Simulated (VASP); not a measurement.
TiC: single point with revPBE

TiC:

```
Ti C
1.0
     0.00000    2.16572    2.16572
     2.16572    0.00000    2.16572
     2.16572    2.16572    0.00000
Ti C
1 1
Direct
  0.00000 0.00000 0.00000
  0.50000 0.50000 0.50000
```

```
Program             : VASP 6.6.1
Task                : single point
Functional          : revPBE
Potentials or basis : VASP PAW PBE potentials, release 64 (Ti_sv, C)
Cutoff              : 520 eV
k mesh              : 6 × 6 × 6
Occupations         : fermi-dirac, width 0.05 eV
Spin                : no spin polarisation
```

```
Pressure               : 3.9 GPa
Band gap on the k mesh : zero (bands 8 and 9 overlap by 1.05 eV)
```

Levels at points of the mesh, in eV from the Fermi level:
| k point | band 5 | band 6 | band 7 | band 8 | band 9 | band 10 | band 11 | band 12 |
| --- | --- | --- | --- | --- | --- | --- | --- | --- |
| (0.00, 0.00, 0.00) | -12.34 | 0.81 | 0.81 | 0.81 | 1.79 | 1.79 | 1.79 | 1.81 |
| (0.50, 0.00, 0.00) | -8.87 | -5.74 | -2.79 | -2.79 | 3.03 | 3.03 | 4.21 | 8.27 |
| (0.50, 0.50, 0.00) | -10.06 | -3.34 | -1.50 | 0.07 | 0.07 | 2.80 | 3.63 | 3.63 |

It took 14 s on 1 thread of AMD EPYC 7R43 64-Core Processor (Zen 3) (shared host), peak memory 0.1 GiB.

Caveat: the k points lie up to 0.42 Å⁻¹ apart, too coarse for converged energies and pressures of a metal; the PAW data sets were made with another functional, which shifts forces and pressure a little.
